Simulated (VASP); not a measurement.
# CaB (P-6m2) in VASP: notebook, part 2 of 2

VASP 6.6.1. Earlier steps stand in the parts before.

## 3. Relaxation of cell and atoms, PBE

This run uses another cell than the first one, of 20.77 Å³/atom, 0.996 times its volume.

File INCAR:

```
SYSTEM = CaB
PREC = Accurate
ENCUT = 600
EDIFF = 1E-7
ISMEAR = 0
SIGMA = 0.1
LREAL = .FALSE.
LASPH = .TRUE.
NELM = 100
ALGO = Normal
ISIF = 3
LWAVE = .FALSE.
LCHARG = .FALSE.
GGA = PE
IBRION = 2
NSW = 100
EDIFFG = -0.01
```

File KPOINTS:

```
Automatic mesh
0
G
  18 18 16
  0 0 0
```

File POSCAR:

```
CaB
1.0
    3.6282305511      0.0000000000      0.0000000000
   -1.8141152756      3.1421398281      0.0000000000
    0.0000000000      0.0000000000      3.6442370247
Ca B
1 1
Direct
    0.6666666667      0.3333333333      0.5000000000
    0.3333333333      0.6666666667      0.0000000000
```

Potentials or basis: VASP PAW PBE potentials, release 64 (Ca_sv, B).

Command:

```console
cat potpaw_PBE.64/Ca_sv/POTCAR potpaw_PBE.64/B/POTCAR > POTCAR
mpirun -np 1 vasp_std > vasp.out
```

OUTCAR:

```text
SYSTEM = CaB
   PREC = Accurate
   ENCUT = 600
   EDIFF = 1E-7
   ISMEAR = 0
   LREAL = .FALSE.
   LASPH = .TRUE.
   NELM = 100
   ISIF = 3
   GGA = PE
   IBRION = 2
   NSW = 100
   EDIFFG = -0.01

 ion  position               nearest neighbor table
   1  0.667  0.333  0.500-
   2  0.333  0.667  0.000-

  LATTYP: Found a hexagonal cell.
 ALAT       =     3.6282305511
 C/A-ratio  =     1.0044116473

  Lattice vectors:

 A1 = (   3.6282305511,   0.0000000000,   0.0000000000)
 A2 = (  -1.8141152756,   3.1421398281,   0.0000000000)
 A3 = (   0.0000000000,   0.0000000000,   3.6442370247)

Analysis of symmetry for initial positions (statically):
=====================================================================
 Subroutine PRICEL returns:
 Original cell was already a primitive cell.

 Routine SETGRP: Setting up the symmetry group for a
 hexagonal supercell.

 Subroutine GETGRP returns: Found 12 space group operations
 (whereof 12 operations were pure point group operations)
 out of a pool of 24 trial point group operations.

The static configuration has the point symmetry D_3h.

Analysis of symmetry for dynamics (positions and initial velocities):
=====================================================================
 Subroutine PRICEL returns:
 Original cell was already a primitive cell.

 Routine SETGRP: Setting up the symmetry group for a
 hexagonal supercell.

 Subroutine GETGRP returns: Found 12 space group operations
 (whereof 12 operations were pure point group operations)
 out of a pool of 24 trial point group operations.

The dynamic configuration has the point symmetry D_3h.

 Subroutine INISYM returns: Found 12 space group operations
 (whereof 12 operations are pure point group operations),
 and found     1 'primitive' translations

----------------------------------------------------------------------------------------

                                     Primitive cell

  volume of cell :      41.5458

  direct lattice vectors                    reciprocal lattice vectors
     3.628230551  0.000000000  0.000000000     0.275616443  0.159127228  0.000000000
    -1.814115276  3.142139828  0.000000000     0.000000000  0.318254455  0.000000000
     0.000000000  0.000000000  3.644237025     0.000000000  0.000000000  0.274405861

  length of vectors
     3.628230551  3.628230551  3.644237025     0.318254455  0.318254455  0.274405861

  position of ions in fractional coordinates (direct lattice)
     0.666666667  0.333333333  0.500000000
     0.333333333  0.666666667  0.000000000

  ion indices of the primitive-cell ions
   primitive index   ion index
                 1           1
                 2           2

----------------------------------------------------------------------------------------

 KPOINTS: Automatic mesh

Automatic generation of k-mesh.
 Grid dimensions read from file:
 generate k-points for:   18   18   16

 Generating k-lattice:

  Cartesian coordinates                     Fractional coordinates (reciprocal lattice)
     0.015312025  0.008840402  0.000000000     0.055555556 -0.000000000  0.000000000
     0.000000000  0.017680803  0.000000000     0.000000000  0.055555556  0.000000000
[... 42 lines left out ...]
   total plane-waves  NPLWV =  27000
   dimension x,y,z NGX =    30 NGY =   30 NGZ =   30
   dimension x,y,z NGXF=    60 NGYF=   60 NGZF=   60
   ions per type =               1   1
   NGX,Y,Z   is equivalent  to a cutoff of  13.75, 13.75, 13.69 a.u.
   NGXF,Y,Z  is equivalent  to a cutoff of  27.49, 27.49, 27.37 a.u.
 SYSTEM =  CaB
   PREC   = accura    normal or accurate (medium, high low for compatibility)
   ISTART =      0    job   : 0-new  1-cont  2-samecut
   ICHARG =      2    charge: 1-file 2-atom 10-const
   ISPIN  =      1    spin polarized calculation?
   LNONCOLLINEAR =      F non collinear calculations
   LSORBIT =      F    spin-orbit coupling
   LASPH  =      T    aspherical Exc in radial PAW
   ENCUT  =  600.0 eV  44.10 Ry    6.64 a.u.   7.25  7.25  7.28*2*pi/ulx,y,z
   NELM   =    100;   NELMIN=  2; NELMDL= -5     # of ELM steps
   EDIFF  = 0.1E-06   stopping-criterion for ELM
   LREAL  =      F    real-space projection
   EDIFFG = -.1E-01   stopping-criterion for IOM
   NSW    =    100    number of steps for IOM
   IBRION =      2    ionic relax: 0-MD 1-quasi-New 2-CG
   NFREE  =      1    steps in history (QN), initial steepest desc. (CG)
   ISIF   =      3    stress and relaxation
   ISYM   =      2    0-nonsym 1-usesym 2-fastsym
   POTIM  = 0.5000    time-step for ionic-motion
   TEBEG  =    0.0;   TEEND  =   0.0 temperature during run
   PSTRESS=    0.0 pullay stress
   NELECT =      13.0000    total number of electrons
   NUPDOWN=      -1.0000    fix difference up-down
   EMIN   =  10.00;   EMAX   =-10.00  energy-range for DOS
   EFERMI =   0.00;   METHOD = LEGACY
   ISMEAR =     0;   SIGMA  =   0.10  broadening in eV -4-tet -1-fermi 0-gaus
   EFERMI_NEDOS =   21; number of points for ismear=-14 and -15
   IALGO  =     38    algorithm
   IMIX   =      4    mixing-type and parameters
     AMIX     =   0.40;   BMIX     =  1.00
     AMIX_MAG =   1.60;   BMIX_MAG =  1.00
  volume/ion in A,a.u.               =      20.77       140.18
  Fermi-wavevector in a.u.,A,eV,Ry     =   1.111425  2.100289 16.806817  1.235266
  Thomas-Fermi vector in A             =   2.247988
   LORBIT       =      0    0 simple, 1 ext, 2 COOP (PROOUT), +10 PAW based schemes
   GGA     = PE    functional components
   LHFCALC =     F    Hartree Fock is set to
   AEXX    =    0.0000 exact exchange contribution
   IVDW    =     0    specifies the selected vdW correction
   LEPSILON=     F    determine dielectric tensor
   LRPA    =     F    only Hartree local field effects (RPA)
 conjugate gradient relaxation of ions
 non-spin polarized calculation
 Gauss-broadening in eV      SIGMA  =   0.10
  energy-cutoff  :      600.00
  volume of cell :       41.55
 maximum number of plane-waves:      1407
 NGX is ok and might be reduce to    30
   NGX = 15   NGY = 15   NGZ = 15

--------------------------------------- Ionic step        1  -------------------------------------------

 number of electron      13.0000003 magnetization

 Free energy of the ion-electron system (eV)
  ---------------------------------------------------
  ext. energy  EPLUGINS =         0.00000000
  ---------------------------------------------------
  free energy    TOTEN  =        -6.61799084 eV

  energy without entropy =       -6.61150492  energy(sigma->0) =       -6.61474788

------------------------ aborting loop because EDIFF is reached ----------------------------------------

  FORCE on cell =-STRESS in cart. coord.  units (eV):
  Direction    XX          YY          ZZ          XY          YZ          ZX
  --------------------------------------------------------------------------------------
  -------------------------------------------------------------------------------------
  Total        0.2009580      0.2009580     -0.2577685     -0.0000000     -0.0000000     -0.0000000
  in kB        7.7497728      7.7497728     -9.9406188     -0.0000000     -0.0000000     -0.0000000
  external PRESSURE =       1.8529756 kB  Pullay stress =       0.0000000 kB
[... 95 lines left out ...]
--------------------------------------- Ionic step        4  -------------------------------------------

 number of electron      12.9999999 magnetization

 Free energy of the ion-electron system (eV)
  ---------------------------------------------------
  ext. energy  EPLUGINS =         0.00000000
  ---------------------------------------------------
  free energy    TOTEN  =        -6.62393167 eV

  energy without entropy =       -6.61757013  energy(sigma->0) =       -6.62075090

 E-fermi :   2.5053     XC(G=0):  -9.1380

 val. band max:        2.4878529452   @ k =   0.2778  -0.0000   0.4375
 cond. band min:       2.5216627839   @ k =   0.1667   0.1111   0.1875
 fundamental gap:      0.0338098387
 Fermi energy:         2.5052615660

 k-point     1 :       0.0000    0.0000    0.0000
  band No.  band energies     occupation
      1     -37.7424      2.00000
      2     -18.6962      2.00000
      3     -18.6885      2.00000
      4     -18.6885      2.00000
      5      -4.8038      2.00000
      6       3.6492      0.00000
      7       3.6492      0.00000
      8       4.3001      0.00000
      9       4.3192      0.00000
     10       8.1108      0.00000
[... 287 lines left out ...]
 k-point    24 :       0.3889    0.1111    0.0000
  band No.  band energies     occupation
      1     -37.7197      2.00000
      2     -18.9081      2.00000
      3     -18.7574      2.00000
      4     -18.6644      2.00000
      5      -2.9587      2.00000
      6       0.3522      2.00000
      7       3.1004      0.00000
      8       3.5759      0.00000
      9       5.1940      0.00000
     10       7.4571      0.00000

 [... further k-points ...]
[... 5 lines left out ...]
  --------------------------------------------------------------------------------------
  -------------------------------------------------------------------------------------
  Total        0.0088324      0.0088324      0.0101359     -0.0000000     -0.0000000     -0.0000000
  in kB        0.3381987      0.3381987      0.3881093     -0.0000000     -0.0000000     -0.0000000
  external PRESSURE =       0.3548356 kB  Pullay stress =       0.0000000 kB
[... 17 lines left out ...]
  FREE ENERGIE OF THE ION-ELECTRON SYSTEM (eV)
  ---------------------------------------------------
  free  energy   TOTEN  =        -6.6239316719 eV

  energy  without entropy=       -6.6175701284  energy(sigma->0) =       -6.62075090

 reached required accuracy - stopping structural energy minimisation
```

CONTCAR:

```text
CaB
   1.00000000000000
     3.6826471439372579   -0.0000000000008630   -0.0000000000000000
    -1.8413235720201262    3.1892659798876113    0.0000000000000000
    -0.0000000000000000   -0.0000000000000000    3.5626094148913863
  Ca              B
     1     1
Direct
     0.6666666667000030    0.3333333332999970    0.5000000000000000
     0.3333333332999970    0.6666666667000030    0.0000000000000000

  0.00000000E+00  0.00000000E+00  0.00000000E+00
  0.00000000E+00  0.00000000E+00  0.00000000E+00
```

Run time: 8.5 min. Hardware: 1 thread of AMD EPYC 7R43 (Zen 3), shared host; peak memory 0.31 GiB.

What came out:

| Item | Value |
| --- | --- |
| Free energy | -6.6239 eV |
| Relaxed volume | 20.92 Å³/atom |
| Relaxed cell | a = 3.683 Å, b = 3.683 Å, c = 3.563 Å, α = 90.00°, β = 90.00°, γ = 120.00° |
| Space group after relaxing (to 0.05 Å) | P-6m2 (No. 187) |
| Energy gained by relaxing | 3.0 meV/atom |
| Ionic steps | 4 |
| Pressure after relaxing | 0.0 GPa |

The path:
```
step  energy change (eV)  largest force (eV/Å)  pressure (GPa)  volume (Å³)
   1              0.0000                0.0000            0.19        41.55
   2             -0.0030                0.0000            0.08        41.69
   3             -0.0059                0.0000           -0.14        42.00
   4             -0.0059                0.0000            0.04        41.84
```

Final structure:
```yaml
crystal:
  lattice:
    - [3.68265, 0.00000, 0.00000]
    - [-1.84132, 3.18927, 0.00000]
    - [0.00000, 0.00000, 3.56261]
  atoms:
    - { symbol: Ca, position: [0.66667, 0.33333, 0.50000] }
    - { symbol: B, position: [0.33333, 0.66667, 0.00000] }
```

## 4. Single point, PBE

This run uses another cell than the first one, of 20.77 Å³/atom, 0.996 times its volume.

File INCAR:

```
SYSTEM = CaB
  ALGO = Normal
  EDIFF = 1E-6
  ENCUT = 520
  GGA = PE
  ISIF = 2
  ISMEAR = 0
  LASPH = .True.
  LCHARG = .True.
  LELF = .True.
  LREAL = .False.
  LVHAR = .True.
  LWAVE = .False.
  NBANDS = 14
  NELM = 100
  PREC = Accurate
  SIGMA = 0.1
```

File KPOINTS:

```
k-points
0
Gamma
  6 6 6
  0 0 0
```

POSCAR is that of step 3.

Command:

```console
cat potpaw_PBE.64/Ca_sv/POTCAR potpaw_PBE.64/B/POTCAR > POTCAR
mpirun -np 1 vasp_std > vasp.out
```

Run time: 18 s. Hardware: 1 thread of AMD EPYC 7R43 (Zen 3), shared host; peak memory 0.12 GiB.

Results (log left out):

| Property | Result |
| --- | --- |
| Free energy | -6.5793 eV |
| Pressure | 0.3 GPa |

Stress tensor (GPa, compression positive):
```
0.32 0.00 0.00
0.00 0.32 0.00
0.00 0.00 0.23
```

Levels at points of the mesh, in eV from the Fermi level:
| k point | band 4 | band 5 | band 6 | band 7 | band 8 | band 9 |
| --- | --- | --- | --- | --- | --- | --- |
| (0.00, 0.00, 0.00) | -21.29 | -7.43 | 1.24 | 1.24 | 1.45 | 1.59 |
| (0.50, 0.00, 0.00) | -21.27 | -5.44 | -2.48 | 0.71 | 1.43 | 1.87 |
| (0.00, 0.00, 0.50) | -21.27 | -5.83 | -2.96 | 1.84 | 1.84 | 3.79 |
| (0.50, 0.00, 0.50) | -21.33 | -5.06 | -1.27 | -1.25 | 0.48 | 2.32 |

## 5. Relaxation of cell and atoms, PBE

This run uses another cell than the first one, of 20.72 Å³/atom, 0.993 times its volume.

File INCAR:

```
SYSTEM = CaB
PREC     = Accurate       ! precision mode
ENCUT    = 600            ! plane-wave cutoff, eV
EDIFF    = 1E-7           ! SCF threshold, eV
ISMEAR   = 0              ! smearing method
SIGMA    = 0.1            ! smearing width, eV
LREAL    = .FALSE.        ! projectors in reciprocal space
LASPH    = .TRUE.         ! aspherical terms in the spheres
NELM     = 100            ! most SCF steps
ALGO     = Normal         ! electronic algorithm
ISIF     = 3              ! what is computed and relaxed
LWAVE    = .FALSE.        ! write WAVECAR
LCHARG   = .FALSE.        ! write CHGCAR
GGA      = PE             ! functional
IBRION   = 2              ! ionic algorithm
NSW      = 90             ! ionic steps
EDIFFG   = -0.04          ! ionic threshold
```

File KPOINTS:

```
regular mesh
0
G
  6 6 6
  0 0 0
```

File POSCAR:

```
CaB
1.0
    3.5776893788      0.0000000000      0.0000000000
   -1.7888446894      3.0983698889      0.0000000000
    0.0000000000      0.0000000000      3.7380548139
Ca B
1 1
Direct
    0.6666666667      0.3333333333      0.5000000000
    0.3333333333      0.6666666667      0.0000000000
```

Command:

```console
cat potpaw_PBE.64/Ca_sv/POTCAR potpaw_PBE.64/B/POTCAR > POTCAR
mpirun -np 1 vasp_std > vasp.out
```

Wall time 42 s (1 thread of AMD EPYC 7R43 (Zen 3), shared host); peak memory 0.14 GiB.

It converged, with:

- Free energy: -6.5800 eV
- Relaxed volume: 20.91 Å³/atom
- Relaxed cell: a = 3.637 Å, b = 3.637 Å, c = 3.652 Å, α = 90.00°, β = 90.00°, γ = 120.00°
- Space group after relaxing (to 0.05 Å): P-6m2 (No. 187)
- Energy gained by relaxing: 2.4 meV/atom
- Ionic steps: 4
- Pressure after relaxing: 0.0 GPa

Stress tensor (GPa, compression positive):
```
 0.04  0.00  0.00
 0.00  0.04  0.00
 0.00  0.00 -0.08
```

The path:
```tsv
step	energy change (eV)	largest force (eV/Å)	pressure (GPa)	volume (Å³)
1	0.0000	0.0000	0.28	41.44
2	-0.0020	0.0000	0.08	41.65
3	-0.0040	0.0000	-0.41	42.19
4	-0.0048	0.0000	0.00	41.83
```

Final structure:
```xyz
2
Lattice="3.6366 0.0000 0.0000 -1.8183 3.1494 0.0000 0.0000 0.0000 3.6522" Properties=species:S:1:pos:R:3 pbc="T T T"
Ca    1.8183    1.0498    1.8261
B     0.0000    2.0996    3.6522
```

Levels at points of the mesh, in eV from the Fermi level:
```
           k point  band 2  band 3  band 4  band 5  band 6  band 7  band 8  band 9  band 10
(0.00, 0.00, 0.00)  -21.33  -21.31  -21.31   -7.41    1.23    1.23    1.43    1.59     5.47
(0.50, 0.00, 0.00)  -21.57  -21.37  -21.29   -5.44   -2.47    0.71    1.42    1.87     5.05
(0.00, 0.00, 0.50)  -21.52  -21.29  -21.29   -5.83   -2.95    1.83    1.83    3.78     3.78
(0.50, 0.00, 0.50)  -21.53  -21.46  -21.35   -5.05   -1.27   -1.25    0.48    2.30     6.00
```

## 6. Summary

```tsv
task	cell	k mesh	cutoff (eV)	gap on the mesh (eV)	pressure (GPa)	relaxed volume (Å³/atom)
single point	a = 3.679, b = 3.679, c = 3.559 Å, angles 90.0, 90.0, 120.0°, 2 atoms	18 × 18 × 16	520	none	0.1	-
relaxation of cell and atoms	relaxed from a = 3.628, b = 3.628, c = 3.644 Å, angles 90.0, 90.0, 120.0°, 2 atoms	18 × 18 × 16	600	none	0.0	20.92
single point	a = 3.628, b = 3.628, c = 3.644 Å, angles 90.0, 90.0, 120.0°, 2 atoms	6 × 6 × 6	520	none	0.3	-
relaxation of cell and atoms	relaxed from a = 3.578, b = 3.578, c = 3.738 Å, angles 90.0, 90.0, 120.0°, 2 atoms	6 × 6 × 6	600	none	0.0	20.91
```

Alike in all rows: level PBE; potentials or basis VASP PAW PBE potentials, release 64 (Ca_sv, B); no spin polarisation; smearing gaussian 0.1 eV.

Absolute energies hang on the potentials; compare differences alone.
